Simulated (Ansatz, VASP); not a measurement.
# Two plane-wave programs on Pt

```xyz
3
Lattice="4.4020 0.0000 0.0000 -2.2010 3.8123 0.0000 0.0000 0.0000 2.6984" Properties=species:S:1:pos:R:3 pbc="T T T"
Pt    0.0000    0.0000    0.0000
Pt    0.0000    2.5415    1.3492
Pt    2.2010    1.2708    1.3492
```

Alike in both runs: task relaxation of cell and atoms; functional r2SCAN; k mesh 8 × 8 × 12; occupations fermi-dirac, width 0.1 eV; no spin polarisation.

|  | VASP | Ansatz |
| --- | --- | --- |
| version | VASP 6.6.1 | Ansatz 0.2.0 |
| potentials or method | VASP PAW PBE potentials, release 64 (Pt), cutoff 600 eV | plane waves (500 eV) with PAW, scalar-relativistic |
| valence electrons in the cell | 30 | 54 |

Ansatz gave:

```
relaxed volume (Å³/atom)                                        : 15.68
relaxed length of the cell vector where the two differ most in proportion (Å) : 2.682
```

**Question.** Estimate VASP's values.

**Answer.** Relaxed volume (Å³/atom): 15.72; relaxed length of the cell vector where the two differ most in proportion (Å): 2.684.

VASP's potentials were made for PBE, not for r2SCAN. VASP's potentials hold 30 valence electrons a cell and Ansatz's 54, so a difference there can come from the potentials and not from the codes.

Spin-orbit coupling is off throughout.
